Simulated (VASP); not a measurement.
Runs of VASP 6.6.1 on C. The structure is that of space group Fd-3m (No. 227), or close to it. The cells are those of the table. 

```tsv
task	level	potentials or basis	cell	k mesh	cutoff (eV)	smearing	GW scheme	GW iterations	cutoff of the response function	frequency points	empty bands	gap on the mesh (eV)	pressure (GPa)	largest force (eV/Å)
single point	r2SCAN	VASP PAW PBE potentials, release 64 (C)	a = 2.491 Å, angles 58.0°, 2 atoms	12 × 12 × 12	520	gaussian 0.01 eV	-	-	-	-	-	4.33	42.8	0.02
single point	r2SCAN	VASP PAW PBE potentials, release 64 (C)	a = 2.531 Å, angles 61.0°, 2 atoms	12 × 12 × 12	520	gaussian 0.01 eV	-	-	-	-	-	4.26	(a)	(b)
single point	PBE	VASP PAW PBE potentials, release 64 (C)	a = 2.504 Å, angles 59.0°, 2 atoms	12 × 12 × 12	520	fermi-dirac 0.02 eV	-	-	-	-	-	4.21	23.8	0.04
single point	PBE	VASP PAW PBE potentials, release 64 (C)	a = 2.546 Å, angles 61.9°, 2 atoms	12 × 12 × 12	520	fermi-dirac 0.02 eV	-	-	-	-	-	3.92	(c)	0.06
```

Alike in all rows: no spin polarisation.

Task: Fill in the values left out.

Result: (a) -14.6; (b) 0.01; (c) -23.7.

Caveats: the PAW data sets were made with another functional, which shifts forces and pressure a little (some runs).

A k mesh can miss the band edges.
